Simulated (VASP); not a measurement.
Here is a VASP 6.6.1 calculation.

The input INCAR:

```
SYSTEM = Si
PREC     = Accurate       ! precision mode
ENCUT    = 520            ! plane-wave cutoff, eV
EDIFF    = 1E-6           ! SCF threshold, eV
ISMEAR   = 0              ! smearing method
SIGMA    = 0.05           ! smearing width, eV
LREAL    = .False.        ! projectors in reciprocal space
LASPH    = .True.         ! aspherical terms in the spheres
NELM     = 80             ! most SCF steps
ALGO     = Normal         ! electronic algorithm
ISIF     = 2              ! what is computed and relaxed
LWAVE    = .False.        ! write WAVECAR
LCHARG   = .False.        ! write CHGCAR
GGA      = PE             ! functional
NBANDS   = 21             ! bands
```

The input KPOINTS:

```
regular mesh
0
Gamma
  8 8 3
  0 0 0
```

The input POSCAR:

```
Si
1.0
    2.7154700000     -2.7154700000      0.0000000000
    2.7154700000      0.0000000000     -2.7154700000
    5.9740340000      4.8878460000      5.4309400000
Si
6
Direct
    0.5583400000      0.6666666667      0.5416333333
    0.9583400000      0.0000000000      0.2083000000
    0.1583400000      0.3333333333      0.8749666667
    0.5083400000      0.6666666667      0.7916333333
    0.9083400000      1.0000000000      0.4583000000
    0.3083400000      0.3333333333      0.1249666667
```

Potentials or basis: VASP PAW PBE potentials, release 64 (Si).

Launch:

```sh
$ cat potpaw_PBE.64/Si/POTCAR > POTCAR
$ mpirun -np 1 vasp_std > vasp.out
```

(1) Estimate the largest force.

(2) Predict the pressure.

(3) Estimate the band gap on the k mesh.

Results:

(1) 0.976 eV/Å.

(2) 1.2 GPa.

(3) zero (bands 12 and 13 overlap by 0.36 eV).

Caveat: semilocal functionals underestimate gaps, so a narrow gap can read as zero.
